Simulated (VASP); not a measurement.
# Tl (C2/m) in VASP: notebook

Runs on Tl. Level: PBEsol. Tasks: single point.

All numbers are computed with VASP 6.6.1; they aren't measurements. Logs are shortened: lines on timing, memory, paths and dates and some standing lists are left out, and cuts for length are marked.

## Step 1: The cell of the first run

The typed cell holds 2 atoms: a = 3.483 Å, b = 3.483 Å, c = 5.222 Å, α = 89.99°, β = 90.01°, γ = 114.76°.

## Step 2: Single point, PBEsol

Input file INCAR:

```
ALGO = Normal
EDIFF = 1E-6
ENCUT = 520
GGA = PS
ISIF = 2
ISMEAR = -1
LASPH = True
LCHARG = False
LREAL = False
LWAVE = False
NBANDS = 20
NELM = 100
PREC = Accurate
SIGMA = 0.05
```

Input file KPOINTS:

```
k-points
0
Gamma
  7 7 4
```

Input file POSCAR:

```
Tl
1.0
    3.4795438969      0.1591107652     -0.0004122568
   -1.6019779838      3.0931049807      0.0004145275
   -0.0006590621      0.0003847015      5.2221309065
Tl
2
Direct
    0.3233306746      0.7083347419      0.2735886237
    0.7278249654      0.3038228381      0.7735847663
```

Potentials or basis: VASP PAW PBE potentials, release 64 (Tl_d).

Started as:

```console
$ cat potpaw_PBE.64/Tl_d/POTCAR > POTCAR
$ mpirun -np 1 vasp_std > vasp.out
```

OUTCAR:

```text
EDIFF = 1E-6
   ENCUT = 520
   GGA = PS
   ISIF = 2
   ISMEAR = -1
   LASPH = True
   LREAL = False
   NELM = 100
   PREC = Accurate

 ion  position               nearest neighbor table
   1  0.323  0.708  0.274-   2 3.26   2 3.26   2 3.26   2 3.26   2 3.53   2 3.53
   2  0.728  0.304  0.774-   1 3.26   1 3.26   1 3.26   1 3.26   1 3.53   1 3.53

  LATTYP: Found a triclinic cell.
 ALAT       =     3.4833363395
 B/A-ratio  =     2.2546971100
 C/A-ratio  =     1.0780711496
 COS(alpha) =     0.0000360880
 COS(beta)  =     0.5390772354
 COS(gamma) =     0.6291190465

  Lattice vectors:

 A1 = (   1.6019779838,  -3.0931049807,  -0.0004145275)
 A2 = (   5.0808628186,  -2.9336095140,   5.2213041222)
 A3 = (  -1.8775659131,  -3.2522157459,  -0.0000022707)

Analysis of symmetry for initial positions (statically):
=====================================================================
 Subroutine PRICEL returns:
 Original cell was already a primitive cell.

 Routine SETGRP: Setting up the symmetry group for a
 triclinic supercell.

 Subroutine GETGRP returns: Found  2 space group operations
 (whereof  1 operations were pure point group operations)
 out of a pool of  2 trial point group operations.

The static configuration has the point symmetry C_1 .
 The point group associated with its full space group is S_2 .

Analysis of symmetry for dynamics (positions and initial velocities):
=====================================================================
 Subroutine PRICEL returns:
 Original cell was already a primitive cell.

 Routine SETGRP: Setting up the symmetry group for a
 triclinic supercell.

 Subroutine GETGRP returns: Found  2 space group operations
 (whereof  1 operations were pure point group operations)
 out of a pool of  2 trial point group operations.

The dynamic configuration has the point symmetry C_1 .
 The point group associated with its full space group is S_2 .

 Subroutine INISYM returns: Found  2 space group operations
 (whereof  1 operations are pure point group operations),
 and found     1 'primitive' translations

----------------------------------------------------------------------------------------

                                     Primitive cell

  volume of cell :      57.5348

  direct lattice vectors                    reciprocal lattice vectors
     3.479543897  0.159110765 -0.000412257     0.280745070  0.145403216  0.000024720
    -1.601977984  3.093104981  0.000414527    -0.014441660  0.315820121 -0.000025088
    -0.000659062  0.000384701  5.222130907     0.000023310 -0.000013591  0.191492714

  length of vectors
     3.483179889  3.483336339  5.222130962     0.316164340  0.316150140  0.191492716

  position of ions in fractional coordinates (direct lattice)
     0.323330675  0.708334742  0.273588624
     0.727824965  0.303822838  0.773584766

  ion indices of the primitive-cell ions
   primitive index   ion index
                 1           1
                 2           2

----------------------------------------------------------------------------------------

 KPOINTS: k-points

Automatic generation of k-mesh.
 Grid dimensions read from file:
 generate k-points for:    7    7    4

 Generating k-lattice:

  Cartesian coordinates                     Fractional coordinates (reciprocal lattice)
     0.040106439  0.020771888  0.000003531     0.142857143 -0.000000000 -0.000000000
    -0.002063094  0.045117160 -0.000003584     0.000000000  0.142857143  0.000000000
     0.000005827 -0.000003398  0.047873179     0.000000000  0.000000000  0.250000000

  Length of vectors
     0.045166334  0.045164306  0.047873179

  Shift w.r.t. Gamma in fractional coordinates (k-lattice)
     0.000000000  0.000000000  0.000000000

 Subroutine IBZKPT returns following result:
 ===========================================

 Found     99 irreducible k-points:

 Following reciprocal coordinates:
            Coordinates               Weight
  0.000000  0.000000  0.000000      1.000000
  0.142857  0.000000  0.000000      2.000000
  0.285714  0.000000  0.000000      2.000000
  0.428571  0.000000  0.000000      2.000000
  0.000000  0.142857  0.000000      2.000000
  0.142857  0.142857  0.000000      2.000000
[... 16 lines left out ...]
 -0.428571  0.428571  0.000000      2.000000
 -0.285714  0.428571 -0.000000      2.000000
 [... further k-points ...]
   k-points           NKPTS =     99   k-points in BZ     NKDIM =     99   number of bands    NBANDS=     20
   number of dos      NEDOS =    301   number of ions     NIONS =      2
   total plane-waves  NPLWV =  31360
   dimension x,y,z NGX =    28 NGY =   28 NGZ =   40
   dimension x,y,z NGXF=    56 NGYF=   56 NGZF=   80
   ions per type =               2
   NGX,Y,Z   is equivalent  to a cutoff of  13.36, 13.36, 12.73 a.u.
   NGXF,Y,Z  is equivalent  to a cutoff of  26.73, 26.73, 25.47 a.u.
 SYSTEM =  unknown system
   PREC   = accura    normal or accurate (medium, high low for compatibility)
   ISTART =      0    job   : 0-new  1-cont  2-samecut
   ICHARG =      2    charge: 1-file 2-atom 10-const
   ISPIN  =      1    spin polarized calculation?
   LNONCOLLINEAR =      F non collinear calculations
   LSORBIT =      F    spin-orbit coupling
   LASPH  =      T    aspherical Exc in radial PAW
   ENCUT  =  520.0 eV  38.22 Ry    6.18 a.u.   6.48  6.48  9.71*2*pi/ulx,y,z
   NELM   =    100;   NELMIN=  2; NELMDL= -5     # of ELM steps
   EDIFF  = 0.1E-05   stopping-criterion for ELM
   LREAL  =      F    real-space projection
   EDIFFG = 0.1E-04   stopping-criterion for IOM
   NSW    =      0    number of steps for IOM
   IBRION =     -1    ionic relax: 0-MD 1-quasi-New 2-CG
   NFREE  =      0    steps in history (QN), initial steepest desc. (CG)
   ISIF   =      2    stress and relaxation
   ISYM   =      2    0-nonsym 1-usesym 2-fastsym
   POTIM  = 0.5000    time-step for ionic-motion
   TEBEG  =    0.0;   TEEND  =   0.0 temperature during run
   PSTRESS=    0.0 pullay stress
   NELECT =      26.0000    total number of electrons
   NUPDOWN=      -1.0000    fix difference up-down
   EMIN   =  10.00;   EMAX   =-10.00  energy-range for DOS
   EFERMI =   0.00;   METHOD = LEGACY
   ISMEAR =    -1;   SIGMA  =   0.05  broadening in eV -4-tet -1-fermi 0-gaus
   EFERMI_NEDOS =   21; number of points for ismear=-14 and -15
   IALGO  =     38    algorithm
   IMIX   =      4    mixing-type and parameters
     AMIX     =   0.40;   BMIX     =  1.00
     AMIX_MAG =   1.60;   BMIX_MAG =  1.00
  volume/ion in A,a.u.               =      28.77       194.13
  Fermi-wavevector in a.u.,A,eV,Ry     =   1.256288  2.374040 21.473522  1.578259
  Thomas-Fermi vector in A             =   2.390003
   LORBIT       =      0    0 simple, 1 ext, 2 COOP (PROOUT), +10 PAW based schemes
   GGA     = PS    functional components
   LHFCALC =     F    Hartree Fock is set to
   AEXX    =    0.0000 exact exchange contribution
   IVDW    =     0    specifies the selected vdW correction
   LEPSILON=     F    determine dielectric tensor
   LRPA    =     F    only Hartree local field effects (RPA)
 non-spin polarized calculation
  energy-cutoff  :      520.00
  volume of cell :       57.53
 maximum number of plane-waves:      1572
 NGX is ok and might be reduce to    28
   NGX = 13   NGY = 13   NGZ = 19

 number of electron      25.9999999 magnetization

 Free energy of the ion-electron system (eV)
  ---------------------------------------------------
  ext. energy  EPLUGINS =         0.00000000
  ---------------------------------------------------
  free energy    TOTEN  =        -5.24092290 eV

  energy without entropy =       -5.23873012  energy(sigma->0) =       -5.23982651

 E-fermi :   6.3922     XC(G=0): -10.3328

 val. band max:        6.3264788826   @ k =   0.2857   0.1429   0.0000
 cond. band min:       6.6008193273   @ k =   0.1429   0.1429   0.2500
 fundamental gap:      0.2743404447
 Fermi energy:         6.3922401228

 k-point     1 :       0.0000    0.0000    0.0000
  band No.  band energies     occupation
      1      -5.4468      2.00000
      2      -5.3535      2.00000
      3      -5.3021      2.00000
      4      -5.2476      2.00000
      5      -5.1327      2.00000
      6      -4.9907      2.00000
[... 12 lines left out ...]
     19      17.6246      0.00000
     20      17.8483      0.00000

 k-point     2 :       0.1429    0.0000    0.0000
  band No.  band energies     occupation
      1      -5.4056      2.00000
      2      -5.3553      2.00000
      3      -5.3029      2.00000
      4      -5.1922      2.00000
      5      -5.0979      2.00000
      6      -5.0201      2.00000
[... 12 lines left out ...]
     19      16.9204      0.00000
     20      18.3464      0.00000

 k-point     3 :       0.2857    0.0000    0.0000
  band No.  band energies     occupation
      1      -5.4367      2.00000
      2      -5.3590      2.00000
      3      -5.2125      2.00000
      4      -5.1455      2.00000
      5      -5.1176      2.00000
      6      -4.9710      2.00000
[... 12 lines left out ...]
     19      16.8516      0.00000
     20      17.4083      0.00000

 k-point     4 :       0.4286    0.0000    0.0000
  band No.  band energies     occupation
      1      -5.4898      2.00000
      2      -5.3610      2.00000
      3      -5.2215      2.00000
      4      -5.1965      2.00000
      5      -5.0404      2.00000
      6      -5.0383      2.00000
[... 12 lines left out ...]
     19      16.3637      0.00000
     20      16.8585      0.00000

 k-point     5 :       0.0000    0.1429    0.0000
  band No.  band energies     occupation
      1      -5.4057      2.00000
      2      -5.3553      2.00000
      3      -5.3029      2.00000
      4      -5.1922      2.00000
      5      -5.0978      2.00000
      6      -5.0201      2.00000
[... 12 lines left out ...]
     19      16.9211      0.00000
     20      18.3474      0.00000
[... 353 lines left out ...]
      6      -4.9760      2.00000
[... 12 lines left out ...]
     19      13.5134      0.00000
     20      17.7843      0.00000

 k-point    22 :       0.4286    0.4286    0.0000
  band No.  band energies     occupation
      1      -5.5392      2.00000
      2      -5.4464      2.00000
      3      -5.3946      2.00000
      4      -5.3633      2.00000
      5      -4.8914      2.00000
      6      -4.8758      2.00000
[... 12 lines left out ...]
     19      13.6597      0.00000
     20      14.5747      0.00000

 k-point    23 :      -0.4286    0.4286    0.0000
  band No.  band energies     occupation
      1      -5.4984      2.00000
      2      -5.4946      2.00000
      3      -5.4562      2.00000
      4      -5.3936      2.00000
      5      -4.8848      2.00000
      6      -4.8614      2.00000
[... 12 lines left out ...]
     19      13.5141      0.00000
     20      14.8194      0.00000

 k-point    24 :      -0.2857    0.4286   -0.0000
  band No.  band energies     occupation
      1      -5.4938      2.00000
      2      -5.4024      2.00000
      3      -5.3460      2.00000
      4      -5.3342      2.00000
      5      -4.9522      2.00000
      6      -4.8945      2.00000
[... 12 lines left out ...]
     19      14.3901      0.00000
     20      14.9443      0.00000

 [... further k-points ...]
[... 5 lines left out ...]
  --------------------------------------------------------------------------------------
  -------------------------------------------------------------------------------------
  Total       -0.0232905     -0.0227732     -0.0322362      0.0013577     -0.0007441      0.0012991
  in kB       -0.6485741     -0.6341682     -0.8976864      0.0378067     -0.0207199      0.0361772
  external PRESSURE =      -0.7268096 kB  Pullay stress =       0.0000000 kB

 VOLUME and BASIS-vectors are now :
 -----------------------------------------------------------------------------
  energy-cutoff  :      520.00
  volume of cell :       57.53
      direct lattice vectors                 reciprocal lattice vectors
     3.479543897  0.159110765 -0.000412257     0.280745070  0.145403216  0.000024720
    -1.601977984  3.093104981  0.000414527    -0.014441660  0.315820121 -0.000025088
    -0.000659062  0.000384701  5.222130907     0.000023310 -0.000013591  0.191492714

 POSITION                                       TOTAL-FORCE (eV/Angst)
 -----------------------------------------------------------------------------------
     -0.00987      2.24250      1.42888         0.000162     -0.000124      0.000050
      2.04527      1.05586      4.03959        -0.000162      0.000124     -0.000050
 -----------------------------------------------------------------------------------
    total drift:                               -0.000007      0.000009      0.000042

  FREE ENERGIE OF THE ION-ELECTRON SYSTEM (eV)
  ---------------------------------------------------
  free  energy   TOTEN  =        -5.2409229012 eV

  energy  without entropy=       -5.2387301170  energy(sigma->0) =       -5.23982651
```

Run time: 36 s. Hardware: 1 thread of Intel Xeon 6975P-C (Granite Rapids), shared host; peak memory 0.23 GiB.

What came out:

```yaml
Free_energy: -5.2409 eV
Pressure: -0.1 GPa
Band_gap_on_the_k_mesh: zero (band 13 reaches 10.88 eV, above the bottom of band 14 at 4.09 eV)
```

Caveat: the PAW data sets were made with another functional, which shifts forces and pressure a little; spin-orbit coupling is left out, which moves the levels of the heavy elements.

## Step 3: Single point, PBEsol

Input file INCAR:

```
  PREC = Accurate
  ENCUT = 520
  EDIFF = 1E-6
  ISMEAR = -1
  SIGMA = 0.05
  LREAL = False
  LASPH = True
  NELM = 100
  ALGO = Normal
  ISIF = 2
  LWAVE = False
  LCHARG = False
  GGA = PS
  NBANDS = 20
```

Input file KPOINTS:

```
Automatic mesh
0
Gamma
  7 7 4
```

Input file POSCAR:

```
Tl
1.0
    3.4797019454      0.1584233505     -0.0003955276
   -1.6026523266      3.0928968470      0.0004005817
   -0.0006323178      0.0003743986      5.2225935581
Tl
2
Direct
    0.3233572725      0.7083095695      0.2735898402
    0.7277983675      0.3038480105      0.7735835498
```

Potentials or basis: VASP PAW PBE potentials, release 64 (Tl_d).

Started as:

```console
$ cat potpaw_PBE.64/Tl_d/POTCAR > POTCAR
$ mpirun -np 1 vasp_std > vasp.out
```

Wall time 37 s (1 thread of Intel Xeon 6975P-C (Granite Rapids), shared host); peak memory 0.23 GiB.

The run converged. Its results:

- Free energy: -5.2409 eV
- Pressure: -0.1 GPa
- Band gap on the k mesh: zero (band 13 reaches 10.87 eV, above the bottom of band 14 at 4.09 eV)

Levels at points of the mesh, in eV from the Fermi level:
| k point | band 9 | band 10 | band 11 | band 12 | band 13 | band 14 | band 15 | band 16 | band 17 | band 18 |
| --- | --- | --- | --- | --- | --- | --- | --- | --- | --- | --- |
| (0.00, 0.00, 0.00) | -11.25 | -10.96 | -10.11 | -4.36 | -2.57 | 5.63 | 7.14 | 9.04 | 9.59 | 9.79 |
| (0.00, 0.00, 0.50) | -11.19 | -11.19 | -8.52 | -8.52 | 4.48 | 4.48 | 7.46 | 7.46 | 8.27 | 8.27 |

Caveat: the PAW data sets were made with another functional, which shifts forces and pressure a little; spin-orbit coupling is left out, which moves the levels of the heavy elements.
